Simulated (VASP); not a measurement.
# P (Imma) in VASP: single point with r2SCAN

Aim: the single point of P with r2SCAN.

All numbers are computed with VASP 6.6.1; they aren't measurements. Logs are shortened: lines on timing, memory, paths and dates and some standing lists are left out, and cuts for length are marked.

### 1 The cell of the first run

Symmetry: Imma, No. 74, orthorhombic system. Conventional cell: a = 3.383 Å, b = 5.030 Å, c = 3.718 Å, α = 90.00°, β = 90.00°, γ = 90.00°. Within 3.0 Å of P (site symmetry mm2) lie 6 P at 2.24 to 2.82 Å.

### 2 Single point, r2SCAN

Input file POSCAR:

```
P
1.0
   -1.6915100431      2.5151650373      1.8589441358
    1.6915100431     -2.5151650373      1.8589441358
    1.6915100431      2.5151650373     -1.8589441358
P
2
Direct
    0.8033091100      0.0533091100      0.7500000000
    0.1966908900      0.9466908900      0.2500000000
```

Input file INCAR.step1:

```
PREC = Accurate
ENCUT = 520
ISMEAR = 0
SIGMA = 0.1
LREAL = False
LASPH = True
NELM = 100
NBANDS = 12
GGA = PE
ALGO = Normal
EDIFF = 1E-4
LWAVE = True
LCHARG = False
```

Input file INCAR.step2:

```
PREC = Accurate
ENCUT = 520
EDIFF = 1E-6
ISMEAR = 0
SIGMA = 0.1
LREAL = False
LASPH = True
NELM = 100
ALGO = Normal
ISIF = 2
LWAVE = False
LCHARG = True
METAGGA = R2SCAN
LMIXTAU = True
LELF = True
LVHAR = True
NBANDS = 12
ISTART = 1
```

Input file KPOINTS:

```
Automatic mesh
0
Gamma
  8 8 8
```

Potentials or basis: VASP PAW PBE potentials, release 64 (P).

Command:

```console
> cat potpaw_PBE.64/P/POTCAR > POTCAR
> cp INCAR.step1 INCAR
> mpirun -np 1 vasp_std > vasp.out
> cp INCAR.step2 INCAR
> mpirun -np 1 vasp_std > vasp.out
```

OUTCAR:

```text
PREC = Accurate
   ENCUT = 520
   EDIFF = 1E-6
   ISMEAR = 0
   LREAL = False
   LASPH = True
   NELM = 100
   ISIF = 2
   METAGGA = R2SCAN
   ISTART = 1

 ion  position               nearest neighbor table
   1  0.803  0.053  0.750-   2 2.24   2 2.24   2 2.55   2 2.55   2 2.82   2 2.82
   2  0.197  0.947  0.250-   1 2.24   1 2.24   1 2.55   1 2.55   1 2.82   1 2.82

  LATTYP: Found a body centered orthorhombic cell.
 ALAT       =     3.3830200862
 B/A-ratio  =     1.0989849829
 C/A-ratio  =     1.4869347348

  Lattice vectors:

 A1 = (   1.6915100431,  -2.5151650373,  -1.8589441358)
 A2 = (  -1.6915100431,  -2.5151650373,   1.8589441358)
 A3 = (  -1.6915100431,   2.5151650373,  -1.8589441358)

Analysis of symmetry for initial positions (statically):
=====================================================================
 Subroutine PRICEL returns:
 Original cell was already a primitive cell.

 Routine SETGRP: Setting up the symmetry group for a
 body centered orthorhombic supercell.

 Subroutine GETGRP returns: Found  8 space group operations
 (whereof  4 operations were pure point group operations)
 out of a pool of  8 trial point group operations.

The static configuration has the point symmetry C_2h.
 The point group associated with its full space group is D_2h.

Analysis of symmetry for dynamics (positions and initial velocities):
=====================================================================
 Subroutine PRICEL returns:
 Original cell was already a primitive cell.

 Routine SETGRP: Setting up the symmetry group for a
 body centered orthorhombic supercell.

 Subroutine GETGRP returns: Found  8 space group operations
 (whereof  4 operations were pure point group operations)
 out of a pool of  8 trial point group operations.

The dynamic configuration has the point symmetry C_2h.
 The point group associated with its full space group is D_2h.

 Subroutine INISYM returns: Found  8 space group operations
 (whereof  4 operations are pure point group operations),
 and found     1 'primitive' translations

----------------------------------------------------------------------------------------

                                     Primitive cell

  volume of cell :      31.6350

  direct lattice vectors                    reciprocal lattice vectors
    -1.691510043  2.515165037  1.858944136     0.000000000  0.198794112  0.268969890
     1.691510043 -2.515165037  1.858944136     0.295593870  0.000000000  0.268969890
     1.691510043  2.515165037 -1.858944136     0.295593870  0.198794112  0.000000000

[... 88 lines left out ...]
   NFREE  =      0    steps in history (QN), initial steepest desc. (CG)
   ISIF   =      2    stress and relaxation
   ISYM   =      2    0-nonsym 1-usesym 2-fastsym
   POTIM  = 0.5000    time-step for ionic-motion
   TEBEG  =    0.0;   TEEND  =   0.0 temperature during run
   PSTRESS=    0.0 pullay stress
   NELECT =      10.0000    total number of electrons
   NUPDOWN=      -1.0000    fix difference up-down
   EMIN   =  10.00;   EMAX   =-10.00  energy-range for DOS
   EFERMI =   0.00;   METHOD = LEGACY
   ISMEAR =     0;   SIGMA  =   0.10  broadening in eV -4-tet -1-fermi 0-gaus
   EFERMI_NEDOS =   21; number of points for ismear=-14 and -15
   IALGO  =     38    algorithm
   IMIX   =      4    mixing-type and parameters
     AMIX     =   0.40;   BMIX     =  1.00
     AMIX_MAG =   1.60;   BMIX_MAG =  1.00
  volume/ion in A,a.u.               =      15.82       106.74
  Fermi-wavevector in a.u.,A,eV,Ry     =   1.115199  2.107421 16.921141  1.243669
  Thomas-Fermi vector in A             =   2.251801
   LORBIT       =      0    0 simple, 1 ext, 2 COOP (PROOUT), +10 PAW based schemes
   METAGGA = R2SCAN    functional components
   LHFCALC =     F    Hartree Fock is set to
   AEXX    =    0.0000 exact exchange contribution
   IVDW    =     0    specifies the selected vdW correction
   LEPSILON=     F    determine dielectric tensor
   LRPA    =     F    only Hartree local field effects (RPA)
 non-spin polarized calculation
 Gauss-broadening in eV      SIGMA  =   0.10
  energy-cutoff  :      520.00
  volume of cell :       31.63
 maximum number of plane-waves:       868
 NGX is ok and might be reduce to    28
   NGX = 13   NGY = 13   NGZ = 13

 number of electron      10.0000000 magnetization

 Free energy of the ion-electron system (eV)
  ---------------------------------------------------
  ext. energy  EPLUGINS =         0.00000000
  ---------------------------------------------------
  free energy    TOTEN  =       -17.75929282 eV

  energy without entropy =      -17.75866574  energy(sigma->0) =      -17.75897928

 E-fermi :   9.1441     XC(G=0): -11.4031

 val. band max:        9.0813640793   @ k =   0.2500   0.2500   0.2500
 cond. band min:       9.1891021607   @ k =   0.1250  -0.1250   0.1250
 fundamental gap:      0.1077380814
 Fermi energy:         9.1440532133

 k-point     1 :       0.0000    0.0000    0.0000
  band No.  band energies     occupation
      1      -8.2691      2.00000
      2       5.6211      2.00000
      3       5.8785      2.00000
      4       5.9613      2.00000
      5       6.5844      2.00000
      6      10.5815      0.00000
      7      11.6004      0.00000
      8      13.3920      0.00000
      9      14.5147      0.00000
     10      15.9093      0.00000
     11      16.1946      0.00000
     12      16.4611      0.00000
[... 331 lines left out ...]
 k-point    24 :       0.2500    0.3750   -0.0000
  band No.  band energies     occupation
      1      -3.8453      2.00000
      2      -2.2274      2.00000
      3       0.8528      2.00000
      4       3.9900      2.00000
      5       5.3207      2.00000
      6      12.0464      0.00000
      7      12.9097      0.00000
      8      15.1702      0.00000
      9      17.4951      0.00000
     10      18.4206      0.00000
     11      20.0489      0.00000
     12      23.0093      0.00000

 [... further k-points ...]
[... 5 lines left out ...]
  --------------------------------------------------------------------------------------
  -------------------------------------------------------------------------------------
  Total        0.1497325      0.3493015      0.1115314      0.0000000     -0.0000000      0.0000000
  in kB        7.5833154     17.6906445      5.6485955      0.0000000     -0.0000000      0.0000000
  external PRESSURE =      10.3075185 kB  Pullay stress =       0.0000000 kB

 VOLUME and BASIS-vectors are now :
 -----------------------------------------------------------------------------
  energy-cutoff  :      520.00
  volume of cell :       31.63
      direct lattice vectors                 reciprocal lattice vectors
    -1.691510043  2.515165037  1.858944136     0.000000000  0.198794112  0.268969890
     1.691510043 -2.515165037  1.858944136     0.295593870  0.000000000  0.268969890
     1.691510043  2.515165037 -1.858944136     0.295593870  0.198794112  0.000000000

 POSITION                                       TOTAL-FORCE (eV/Angst)
 -----------------------------------------------------------------------------------
      0.00000      3.77275      0.19820         0.000000      0.000000     -0.068535
      1.69151     -1.25758      1.66075        -0.000000     -0.000000      0.068535
 -----------------------------------------------------------------------------------
    total drift:                                0.000000     -0.000000     -0.000000

  FREE ENERGIE OF THE ION-ELECTRON SYSTEM (eV)
  ---------------------------------------------------
  free  energy   TOTEN  =       -17.7592928237 eV

  energy  without entropy=      -17.7586657362  energy(sigma->0) =      -17.75897928
```

OSZICAR.step1:

```text
N       E                     dE             d eps       ncg     rms          rms(c)
DAV:   1     0.179564764525E+02    0.17956E+02   -0.44331E+03  2280   0.716E+02
DAV:   2    -0.968474172621E+01   -0.27641E+02   -0.26191E+02  3036   0.108E+02
DAV:   3    -0.106559851193E+02   -0.97124E+00   -0.96754E+00  2964   0.193E+01
DAV:   4    -0.106617827507E+02   -0.57976E-02   -0.57969E-02  2728   0.181E+00
DAV:   5    -0.106618296539E+02   -0.46903E-04   -0.46904E-04  3032   0.156E-01    0.702E+00
DAV:   6    -0.106412968824E+02    0.20533E-01   -0.10392E-02  2732   0.590E-01    0.417E+00
DAV:   7    -0.106324608261E+02    0.88361E-02   -0.19048E-02  2700   0.865E-01    0.112E-01
DAV:   8    -0.106325476548E+02   -0.86829E-04   -0.23663E-03  2648   0.323E-01    0.767E-02
DAV:   9    -0.106325748209E+02   -0.27166E-04   -0.10432E-04  2120   0.716E-02
   1 F= -.10632575E+02 E0= -.10632072E+02  d E =-.100465E-02
```

It took 68 s on 1 thread of Intel Xeon 6975P-C (Granite Rapids), shared host; peak memory 0.16 GiB.

What came out:

| Property | Result |
| --- | --- |
| Free energy | -17.7593 eV |
| Pressure | 1.0 GPa |
| Largest force | 0.069 eV/Å |
| Band gap on the k mesh | zero (band 5 reaches 9.40 eV, above the bottom of band 6 at 8.71 eV) |

Forces on the atoms (eV/Å):
```
P    0.000  0.000 -0.069
P    0.000  0.000  0.069
```

Stress tensor (GPa, compression positive):
```
0.76 0.00 0.00
0.00 1.77 0.00
0.00 0.00 0.56
```

Caveat: the PAW data sets were made with another functional, which shifts forces and pressure a little.
